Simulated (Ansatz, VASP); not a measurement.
One calculation of Be3V, two programs

```
CELL_PARAMETERS angstrom
4.86997 0.00000 0.00000
-2.43499 4.21752 0.00000
0.00000 0.00000 3.63512
ATOMIC_POSITIONS crystal
Be 0.84592 0.69184 0.25000
Be 0.15408 0.84592 0.75000
Be 0.30816 0.15408 0.25000
Be 0.15408 0.30816 0.75000
Be 0.84592 0.15408 0.25000
Be 0.69184 0.84592 0.75000
V 0.33333 0.66667 0.25000
V 0.66667 0.33333 0.75000
```

Alike in both runs: task relaxation of cell and atoms; functional PBE; k mesh 12 × 12 × 10; occupations gaussian, width 0.1 eV; no spin polarisation.

|  | VASP | Ansatz |
| --- | --- | --- |
| version | VASP 6.6.1 | Ansatz 0.2.0 |
| potentials or method | VASP PAW PBE potentials, release 64 (Be, V_sv), cutoff 600 eV | scalar-relativistic, plane waves, PAW |
| valence electrons in the cell | 38 | 38 |

|  | VASP | Ansatz | Ansatz less VASP |
| --- | --- | --- | --- |
| gap on the k mesh at the Fermi level, each at its own relaxed structure (eV) | none | none | - |
| relaxed volume (Å³/atom) | 9.35 | 9.34 | -0.012 |
| relaxed cell length with the largest relative difference (Å) | 4.871 | 4.868 | -0.0028 |

A gap of «none» marks a metal or a gap that the smearing closes.
